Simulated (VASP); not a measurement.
Write the native input for VASP 6.6.1 that does the following.

* Task: single point
* Functional: LDA
* Potentials or basis: VASP PAW LDA potentials, release 64 (Zr_sv, N)
* Cutoff: 600 eV
* k mesh: 9 × 9 × 9
* Occupations: fermi-dirac, width 0.03 eV
* Spin: no spin polarisation
* Dipole correction: no
* Further INCAR settings: ALGO = Normal; EDIFF = 1e-06; NBANDS = 16

The structure of ZrN lies in POSCAR:

```
ZrN
1.0
    0.0000000000      2.2993577919      2.2993577919
    2.2993577919      0.0000000000      2.2993577919
    2.2993577919      2.2993577919      0.0000000000
Zr N
1 1
Direct
    0.0000000000      0.0000000000      0.0000000000
    0.5000000000      0.5000000000      0.5000000000
```

This cell differs from its parent crystal: volume scaled by 1.02.

The input as run:

INCAR

```
PREC = Accurate ; ENCUT = 600
EDIFF = 1E-6 ; ISMEAR = -1
SIGMA = 0.03 ; LREAL = False
LASPH = True ; NELM = 120
ALGO = Normal ; ISIF = 2
LWAVE = False ; LCHARG = True
GGA = CA ; LELF = True
LVHAR = True ; NBANDS = 16
GGA_COMPAT = False
```

KPOINTS

```
regular mesh
0
Gamma
  9 9 9
```

Potentials or basis: VASP PAW LDA potentials, release 64 (Zr_sv, N).

Run with:

```bash
$ cat potpaw_LDA.64/Zr_sv/POTCAR potpaw_LDA.64/N/POTCAR > POTCAR
$ mpirun -np 1 vasp_std > vasp.out
```

It gave:

The pressure is -11.8 GPa.

Run time: 35 s on 1 thread of Intel Xeon 8259CL (shared host), peak memory 0.15 GiB.
